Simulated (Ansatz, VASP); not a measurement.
KCl: VASP beside Ansatz

```xyz
2
Lattice="0.0000 3.2326 3.2326 3.2326 0.0000 3.2326 3.2326 3.2326 0.0000" Properties=species:S:1:pos:R:3 pbc="T T T"
K     0.0000    0.0000    0.0000
Cl    3.2326    3.2326    3.2326
```

Alike in both runs: task single point; functional PBE; k mesh 8 × 8 × 8; occupations gaussian, width 0.05 eV; no spin polarisation.

|  | VASP | Ansatz |
| --- | --- | --- |
| version | VASP 6.6.1 | Ansatz 0.2.0 |
| potentials or method | VASP PAW PBE potentials, release 64 (K_sv, Cl), cutoff 520 eV | scalar-relativistic, plane waves, PAW |
| valence electrons in the cell | 16 | 16 |

```csv
,VASP,Ansatz,Ansatz less VASP
gap on the k mesh at the Fermi level (eV),4.92,4.92,+0.002
least direct gap on the mesh (eV),4.92,4.92,+0.002
pressure (GPa),-0.6,-0.6,-0.01
```
